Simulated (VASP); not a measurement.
# Ir (Fm-3m) in VASP: further runs, part 2 of 2

VASP 6.6.1. The steps go on from the part before.

### Step 4. Single point, r2SCAN (volume scaled by 0.94)

Input file POSCAR:

```
Ir
1.0
    0.0000000000      1.8828426525      1.8828426525
    1.8828426525      0.0000000000      1.8828426525
    1.8828426525      1.8828426525      0.0000000000
Ir
1
Direct
    0.0000000000      0.0000000000      0.0000000000
```

Input file INCAR.step1:

```
ALGO = Normal
EDIFF = 1E-4
ENCUT = 520
GGA = PE
ISMEAR = 0
LASPH = T
LCHARG = F
LREAL = F
LWAVE = T
NBANDS = 10
NELM = 60
PREC = Accurate
SIGMA = 0.1
```

Input file INCAR.step2:

```
ALGO = Normal
EDIFF = 1E-6
ENCUT = 520
ISIF = 2
ISMEAR = 0
ISTART = 1
LASPH = T
LCHARG = F
LMIXTAU = T
LREAL = F
LWAVE = F
METAGGA = R2SCAN
NBANDS = 10
NELM = 60
PREC = Accurate
SIGMA = 0.1
```

Input file KPOINTS:

```
k-points
0
Gamma
  18 18 18
```

Potentials or basis: VASP PAW PBE potentials, release 64 (Ir).

The run is started by

```console
> cat potpaw_PBE.64/Ir/POTCAR > POTCAR
> cp INCAR.step1 INCAR
> mpirun -np 1 vasp_std > vasp.out
> cp INCAR.step2 INCAR
> mpirun -np 1 vasp_std > vasp.out
```

OUTCAR:

```text
EDIFF = 1E-6
   ENCUT = 520
   ISIF = 2
   ISMEAR = 0
   ISTART = 1
   LASPH = T
   LREAL = F
   METAGGA = R2SCAN
   NELM = 60
   PREC = Accurate

 ion  position               nearest neighbor table
   1  0.000  0.000  0.000-

  LATTYP: Found a face centered cubic cell.
 ALAT       =     3.7656853050

  Lattice vectors:

 A1 = (   0.0000000000,   1.8828426525,   1.8828426525)
 A2 = (   1.8828426525,   0.0000000000,   1.8828426525)
 A3 = (   1.8828426525,   1.8828426525,   0.0000000000)

Analysis of symmetry for initial positions (statically):
=====================================================================
 Subroutine PRICEL returns:
 Original cell was already a primitive cell.

 Routine SETGRP: Setting up the symmetry group for a
 face centered cubic supercell.

 Subroutine GETGRP returns: Found 48 space group operations
 (whereof 48 operations were pure point group operations)
 out of a pool of 48 trial point group operations.

The static configuration has the point symmetry O_h .

Analysis of symmetry for dynamics (positions and initial velocities):
=====================================================================
 Subroutine PRICEL returns:
 Original cell was already a primitive cell.

 Routine SETGRP: Setting up the symmetry group for a
 face centered cubic supercell.

 Subroutine GETGRP returns: Found 48 space group operations
 (whereof 48 operations were pure point group operations)
 out of a pool of 48 trial point group operations.

The dynamic configuration has the point symmetry O_h .

 Subroutine INISYM returns: Found 48 space group operations
 (whereof 48 operations are pure point group operations),
 and found     1 'primitive' translations

----------------------------------------------------------------------------------------

                                     Primitive cell

  volume of cell :      13.3497

  direct lattice vectors                    reciprocal lattice vectors
     0.000000000  1.882842652  1.882842652    -0.265555913  0.265555913  0.265555913
     1.882842652  0.000000000  1.882842652     0.265555913 -0.265555913  0.265555913
     1.882842652  1.882842652  0.000000000     0.265555913  0.265555913 -0.265555913

  length of vectors
     2.662741615  2.662741615  2.662741615     0.459956334  0.459956334  0.459956334

  position of ions in fractional coordinates (direct lattice)
     0.000000000  0.000000000  0.000000000

  ion indices of the primitive-cell ions
   primitive index   ion index
                 1           1

----------------------------------------------------------------------------------------

 KPOINTS: k-points

Automatic generation of k-mesh.
 Grid dimensions read from file:
 generate k-points for:   18   18   18

 Generating k-lattice:

  Cartesian coordinates                     Fractional coordinates (reciprocal lattice)
    -0.014753106  0.014753106  0.014753106     0.055555556  0.000000000  0.000000000
     0.014753106 -0.014753106  0.014753106     0.000000000  0.055555556  0.000000000
     0.014753106  0.014753106 -0.014753106     0.000000000  0.000000000  0.055555556

  Length of vectors
     0.025553130  0.025553130  0.025553130

  Shift w.r.t. Gamma in fractional coordinates (k-lattice)
     0.000000000  0.000000000  0.000000000

 Subroutine IBZKPT returns following result:
 ===========================================

 Found    195 irreducible k-points:

 Following reciprocal coordinates:
            Coordinates               Weight
  0.000000  0.000000  0.000000      1.000000
  0.055556  0.000000  0.000000      8.000000
  0.111111  0.000000  0.000000      8.000000
  0.166667  0.000000  0.000000      8.000000
  0.222222  0.000000  0.000000      8.000000
  0.277778  0.000000  0.000000      8.000000
[... 16 lines left out ...]
 -0.277778  0.055556  0.000000     24.000000
 -0.222222  0.055556  0.000000     24.000000
 [... further k-points ...]
   k-points           NKPTS =    195   k-points in BZ     NKDIM =    195   number of bands    NBANDS=     10
   number of dos      NEDOS =    301   number of ions     NIONS =      1
   total plane-waves  NPLWV =   8000
   dimension x,y,z NGX =    20 NGY =   20 NGZ =   20
   dimension x,y,z NGXF=    40 NGYF=   40 NGZF=   40
   ions per type =               1
   NGX,Y,Z   is equivalent  to a cutoff of  12.49, 12.49, 12.49 a.u.
   NGXF,Y,Z  is equivalent  to a cutoff of  24.97, 24.97, 24.97 a.u.
 SYSTEM =  unknown system
   PREC   = accura    normal or accurate (medium, high low for compatibility)
   ISTART =      1    job   : 0-new  1-cont  2-samecut
   ICHARG =      0    charge: 1-file 2-atom 10-const
   ISPIN  =      1    spin polarized calculation?
   LNONCOLLINEAR =      F non collinear calculations
   LSORBIT =      F    spin-orbit coupling
   LASPH  =      T    aspherical Exc in radial PAW
   ENCUT  =  520.0 eV  38.22 Ry    6.18 a.u.   4.95  4.95  4.95*2*pi/ulx,y,z
   NELM   =     60;   NELMIN=  2; NELMDL=  0     # of ELM steps
   EDIFF  = 0.1E-05   stopping-criterion for ELM
   LREAL  =      F    real-space projection
   EDIFFG = 0.1E-04   stopping-criterion for IOM
   NSW    =      0    number of steps for IOM
   IBRION =     -1    ionic relax: 0-MD 1-quasi-New 2-CG
   NFREE  =      0    steps in history (QN), initial steepest desc. (CG)
   ISIF   =      2    stress and relaxation
   ISYM   =      2    0-nonsym 1-usesym 2-fastsym
   POTIM  = 0.5000    time-step for ionic-motion
   TEBEG  =    0.0;   TEEND  =   0.0 temperature during run
   PSTRESS=    0.0 pullay stress
   NELECT =       9.0000    total number of electrons
   NUPDOWN=      -1.0000    fix difference up-down
   EMIN   =  10.00;   EMAX   =-10.00  energy-range for DOS
   EFERMI =   0.00;   METHOD = LEGACY
   ISMEAR =     0;   SIGMA  =   0.10  broadening in eV -4-tet -1-fermi 0-gaus
   EFERMI_NEDOS =   21; number of points for ismear=-14 and -15
   IALGO  =     38    algorithm
   IMIX   =      4    mixing-type and parameters
     AMIX     =   0.40;   BMIX     =  1.00
     AMIX_MAG =   1.60;   BMIX_MAG =  1.00
  volume/ion in A,a.u.               =      13.35        90.09
  Fermi-wavevector in a.u.,A,eV,Ry     =   1.435484  2.712671 28.036354  2.060614
  Thomas-Fermi vector in A             =   2.554777
   LORBIT       =      0    0 simple, 1 ext, 2 COOP (PROOUT), +10 PAW based schemes
   METAGGA = R2SCAN    functional components
   LHFCALC =     F    Hartree Fock is set to
   AEXX    =    0.0000 exact exchange contribution
   IVDW    =     0    specifies the selected vdW correction
   LEPSILON=     F    determine dielectric tensor
   LRPA    =     F    only Hartree local field effects (RPA)
 non-spin polarized calculation
 Gauss-broadening in eV      SIGMA  =   0.10
  energy-cutoff  :      520.00
  volume of cell :       13.35
 maximum number of plane-waves:       370
   NGX =  9   NGY =  9   NGZ =  9

 number of electron       9.0000001 magnetization

 Free energy of the ion-electron system (eV)
  ---------------------------------------------------
  ext. energy  EPLUGINS =         0.00000000
  ---------------------------------------------------
  free energy    TOTEN  =       -52.28553457 eV

  energy without entropy =      -52.28119378  energy(sigma->0) =      -52.28336418

 E-fermi :  11.2749     XC(G=0): -15.7317

 val. band max:       11.2712102319   @ k =   0.5000   0.2222   0.1111
 cond. band min:      11.2827833489   @ k =  -0.3333   0.3333   0.0000
 fundamental gap:      0.0115731170
 Fermi energy:        11.2748964519

 k-point     1 :       0.0000    0.0000    0.0000
  band No.  band energies     occupation
      1      -0.9661      2.00000
      2       6.8457      2.00000
      3       6.8457      2.00000
      4       6.8457      2.00000
      5       9.8287      2.00000
      6       9.8287      2.00000
      7      26.1785      0.00000
      8      32.4096      0.00000
      9      32.4096      0.00000
     10      32.4096      0.00000

 k-point     2 :       0.0556    0.0000    0.0000
  band No.  band energies     occupation
      1      -0.8130      2.00000
      2       6.7595      2.00000
      3       6.9137      2.00000
      4       6.9137      2.00000
      5       9.7829      2.00000
      6       9.7829      2.00000
      7      26.4488      0.00000
      8      31.6428      0.00000
      9      32.6640      0.00000
     10      32.6640      0.00000
[... 274 lines left out ...]
 k-point    24 :      -0.2222    0.0556    0.0000
  band No.  band energies     occupation
      1       1.4487      2.00000
      2       6.0988      2.00000
      3       7.3372      2.00000
      4       7.4404      2.00000
      5       9.5095      2.00000
      6      10.4970      2.00000
      7      26.4588      0.00000
      8      29.3247      0.00000
      9      35.0075      0.00000
     10      36.4122      0.00000

 [... further k-points ...]
[... 5 lines left out ...]
  --------------------------------------------------------------------------------------
  -------------------------------------------------------------------------------------
  Total        2.5665672      2.5665672      2.5665672     -0.0000000      0.0000000      0.0000000
  in kB      308.0286694    308.0286694    308.0286694     -0.0000000      0.0000000      0.0000000
  external PRESSURE =     308.0286694 kB  Pullay stress =       0.0000000 kB

 VOLUME and BASIS-vectors are now :
 -----------------------------------------------------------------------------
  energy-cutoff  :      520.00
  volume of cell :       13.35
      direct lattice vectors                 reciprocal lattice vectors
     0.000000000  1.882842652  1.882842652    -0.265555913  0.265555913  0.265555913
     1.882842652  0.000000000  1.882842652     0.265555913 -0.265555913  0.265555913
     1.882842652  1.882842652  0.000000000     0.265555913  0.265555913 -0.265555913

 POSITION                                       TOTAL-FORCE (eV/Angst)
 -----------------------------------------------------------------------------------
      0.00000      0.00000      0.00000         0.000000     -0.000000      0.000000
 -----------------------------------------------------------------------------------
    total drift:                               -0.000000     -0.000000     -0.000000

  FREE ENERGIE OF THE ION-ELECTRON SYSTEM (eV)
  ---------------------------------------------------
  free  energy   TOTEN  =       -52.2855345682 eV

  energy  without entropy=      -52.2811937845  energy(sigma->0) =      -52.28336418
```

OUTCAR.step1:

```text
EDIFF = 1E-4
   ENCUT = 520
   GGA = PE
   ISMEAR = 0
   LASPH = T
[... 527 lines left out ...]

 POSITION                                       TOTAL-FORCE (eV/Angst)
 -----------------------------------------------------------------------------------
      0.00000      0.00000      0.00000         0.000000      0.000000      0.000000
 -----------------------------------------------------------------------------------
    total drift:                               -0.000000     -0.000000      0.000000

  FREE ENERGIE OF THE ION-ELECTRON SYSTEM (eV)
  ---------------------------------------------------
  free  energy   TOTEN  =        -8.7316289612 eV

  energy  without entropy=       -8.7270738161  energy(sigma->0) =       -8.72935139
```

Run time: 3.1 min. Hardware: 1 thread of AMD EPYC 7R13, shared host; peak memory 0.12 GiB.

Results:

* Free energy: -52.2855 eV
* Pressure: 30.8 GPa

Caveat: the PAW data sets were made with another functional, which shifts forces and pressure a little; spin-orbit coupling is left out, which moves the levels of the heavy elements.

### Step 5. Single point, r2SCAN (volume scaled by 0.97)

Input file POSCAR:

```
Ir
1.0
    0.0000000000      1.9026635054      1.9026635054
    1.9026635054      0.0000000000      1.9026635054
    1.9026635054      1.9026635054      0.0000000000
Ir
1
Direct
    0.0000000000      0.0000000000      0.0000000000
```

Input file INCAR.step1:

```
SYSTEM = Ir
PREC = Accurate ; ENCUT = 520
ISMEAR = 0 ; SIGMA = 0.1
LREAL = .FALSE. ; LASPH = .TRUE.
NELM = 60 ; NBANDS = 10
GGA = PE ; ALGO = Normal
EDIFF = 1E-4 ; LWAVE = .TRUE.
LCHARG = .FALSE.
```

Input file INCAR.step2:

```
SYSTEM = Ir
PREC = Accurate ; ENCUT = 520
EDIFF = 1E-7 ; ISMEAR = 0
SIGMA = 0.1 ; LREAL = .FALSE.
LASPH = .TRUE. ; NELM = 60
ALGO = Normal ; ISIF = 2
LWAVE = .FALSE. ; LCHARG = .FALSE.
METAGGA = R2SCAN ; LMIXTAU = .TRUE.
NBANDS = 10 ; ISTART = 1
```

Input file KPOINTS:

```
Automatic mesh
0
G
  18 18 18
  0 0 0
```

Potentials or basis: VASP PAW PBE potentials, release 64 (Ir).

The run is started by

```console
> cat potpaw_PBE.64/Ir/POTCAR > POTCAR
> cp INCAR.step1 INCAR
> mpirun -np 1 vasp_std > vasp.out
> cp INCAR.step2 INCAR
> mpirun -np 1 vasp_std > vasp.out
```

OUTCAR:

```text
SYSTEM = Ir
   PREC = Accurate
   ENCUT = 520
   EDIFF = 1E-7
   ISMEAR = 0
   LREAL = .FALSE.
   LASPH = .TRUE.
   NELM = 60
   ISIF = 2
   METAGGA = R2SCAN
   ISTART = 1

 ion  position               nearest neighbor table
   1  0.000  0.000  0.000-

  LATTYP: Found a face centered cubic cell.
 ALAT       =     3.8053270108

  Lattice vectors:

 A1 = (   0.0000000000,   1.9026635054,   1.9026635054)
 A2 = (   1.9026635054,   0.0000000000,   1.9026635054)
 A3 = (   1.9026635054,   1.9026635054,   0.0000000000)

Analysis of symmetry for initial positions (statically):
=====================================================================
 Subroutine PRICEL returns:
 Original cell was already a primitive cell.

 Routine SETGRP: Setting up the symmetry group for a
 face centered cubic supercell.

 Subroutine GETGRP returns: Found 48 space group operations
 (whereof 48 operations were pure point group operations)
 out of a pool of 48 trial point group operations.

The static configuration has the point symmetry O_h .

Analysis of symmetry for dynamics (positions and initial velocities):
=====================================================================
 Subroutine PRICEL returns:
 Original cell was already a primitive cell.

 Routine SETGRP: Setting up the symmetry group for a
 face centered cubic supercell.

 Subroutine GETGRP returns: Found 48 space group operations
 (whereof 48 operations were pure point group operations)
 out of a pool of 48 trial point group operations.

The dynamic configuration has the point symmetry O_h .

 Subroutine INISYM returns: Found 48 space group operations
 (whereof 48 operations are pure point group operations),
 and found     1 'primitive' translations

----------------------------------------------------------------------------------------

                                     Primitive cell

  volume of cell :      13.7758
[... 104 lines left out ...]
   IALGO  =     38    algorithm
   IMIX   =      4    mixing-type and parameters
     AMIX     =   0.40;   BMIX     =  1.00
     AMIX_MAG =   1.60;   BMIX_MAG =  1.00
  volume/ion in A,a.u.               =      13.78        92.96
  Fermi-wavevector in a.u.,A,eV,Ry     =   1.420530  2.684412 27.455263  2.017905
  Thomas-Fermi vector in A             =   2.541435
   LORBIT       =      0    0 simple, 1 ext, 2 COOP (PROOUT), +10 PAW based schemes
   METAGGA = R2SCAN    functional components
   LHFCALC =     F    Hartree Fock is set to
   AEXX    =    0.0000 exact exchange contribution
   IVDW    =     0    specifies the selected vdW correction
   LEPSILON=     F    determine dielectric tensor
   LRPA    =     F    only Hartree local field effects (RPA)
 non-spin polarized calculation
 Gauss-broadening in eV      SIGMA  =   0.10
  energy-cutoff  :      520.00
  volume of cell :       13.78
 maximum number of plane-waves:       388
   NGX =  9   NGY =  9   NGZ =  9

 number of electron       9.0000001 magnetization

 Free energy of the ion-electron system (eV)
  ---------------------------------------------------
  ext. energy  EPLUGINS =         0.00000000
  ---------------------------------------------------
  free energy    TOTEN  =       -52.34638764 eV

  energy without entropy =      -52.34173691  energy(sigma->0) =      -52.34406227

 E-fermi :  10.6981     XC(G=0): -15.5128

 val. band max:       10.6974703199   @ k =   0.5000   0.2222   0.1111
 cond. band min:      10.7094281952   @ k =  -0.3333   0.3333   0.0000
 fundamental gap:      0.0119578753
 Fermi energy:        10.6980503982

 k-point     1 :       0.0000    0.0000    0.0000
  band No.  band energies     occupation
      1      -1.1804      2.00000
      2       6.4801      2.00000
      3       6.4801      2.00000
      4       6.4801      2.00000
      5       9.3134      2.00000
      6       9.3134      2.00000
      7      25.6877      0.00000
      8      31.7195      0.00000
      9      31.7195      0.00000
     10      31.7195      0.00000
[... 287 lines left out ...]
 k-point    24 :      -0.2222    0.0556    0.0000
  band No.  band energies     occupation
      1       1.1760      2.00000
      2       5.7590      2.00000
      3       6.9505      2.00000
      4       7.0500      2.00000
      5       9.0213      2.00000
      6       9.9566      2.00000
      7      25.7740      0.00000
      8      28.5642      0.00000
      9      34.0796      0.00000
     10      35.4602      0.00000

 [... further k-points ...]
[... 5 lines left out ...]
  --------------------------------------------------------------------------------------
  -------------------------------------------------------------------------------------
  Total        1.3205047      1.3205047      1.3205047     -0.0000000      0.0000000      0.0000000
  in kB      153.5799644    153.5799644    153.5799644     -0.0000000      0.0000000      0.0000000
  external PRESSURE =     153.5799644 kB  Pullay stress =       0.0000000 kB

 VOLUME and BASIS-vectors are now :
 -----------------------------------------------------------------------------
  energy-cutoff  :      520.00
  volume of cell :       13.78
      direct lattice vectors                 reciprocal lattice vectors
     0.000000000  1.902663505  1.902663505    -0.262789505  0.262789505  0.262789505
     1.902663505  0.000000000  1.902663505     0.262789505 -0.262789505  0.262789505
     1.902663505  1.902663505  0.000000000     0.262789505  0.262789505 -0.262789505

 POSITION                                       TOTAL-FORCE (eV/Angst)
 -----------------------------------------------------------------------------------
      0.00000      0.00000      0.00000        -0.000000     -0.000000     -0.000000
 -----------------------------------------------------------------------------------
    total drift:                               -0.000000     -0.000000     -0.000000

  FREE ENERGIE OF THE ION-ELECTRON SYSTEM (eV)
  ---------------------------------------------------
  free  energy   TOTEN  =       -52.3463876380 eV

  energy  without entropy=      -52.3417369071  energy(sigma->0) =      -52.34406227
```

OUTCAR.step1:

```text
SYSTEM = Ir
   PREC = Accurate
   ENCUT = 520
   ISMEAR = 0
   LREAL = .FALSE.
   LASPH = .TRUE.
   NELM = 60
[... 528 lines left out ...]
 -----------------------------------------------------------------------------------
      0.00000      0.00000      0.00000         0.000000      0.000000      0.000000
 -----------------------------------------------------------------------------------
    total drift:                               -0.000000     -0.000000      0.000000

  FREE ENERGIE OF THE ION-ELECTRON SYSTEM (eV)
  ---------------------------------------------------
  free  energy   TOTEN  =        -8.8074248565 eV

  energy  without entropy=       -8.8025798625  energy(sigma->0) =       -8.80500236
```

It took 3.5 min on 1 thread of AMD EPYC 7R13, shared host; peak memory 0.12 GiB.

What came out:

```yaml
Free_energy: -52.3464 eV
Pressure: 15.4 GPa
```

Caveat: the PAW data sets were made with another functional, which shifts forces and pressure a little; spin-orbit coupling is left out, which moves the levels of the heavy elements.

### Step 6. The runs side by side

| cell | gap on the mesh (eV) | pressure (GPa) |
| --- | --- | --- |
| a = 2.605 Å, angles 60.0°, 1 atom | none | 71.5 |
| a = 2.634 Å, angles 60.0°, 1 atom | none | 49.3 |
| a = 2.663 Å, angles 60.0°, 1 atom | none | 30.8 |
| a = 2.691 Å, angles 60.0°, 1 atom | none | 15.4 |

Alike in all rows: task single point; level r2SCAN; potentials or basis VASP PAW PBE potentials, release 64 (Ir); no spin polarisation; k mesh 18 × 18 × 18; cutoff (eV) 520; smearing gaussian 0.1 eV.

Caveats: the PAW data sets were made with another functional, which shifts forces and pressure a little; spin-orbit coupling is left out, which moves the levels of the heavy elements.

Total energies depend on the potentials used, so only differences within one code and one set of settings carry meaning.
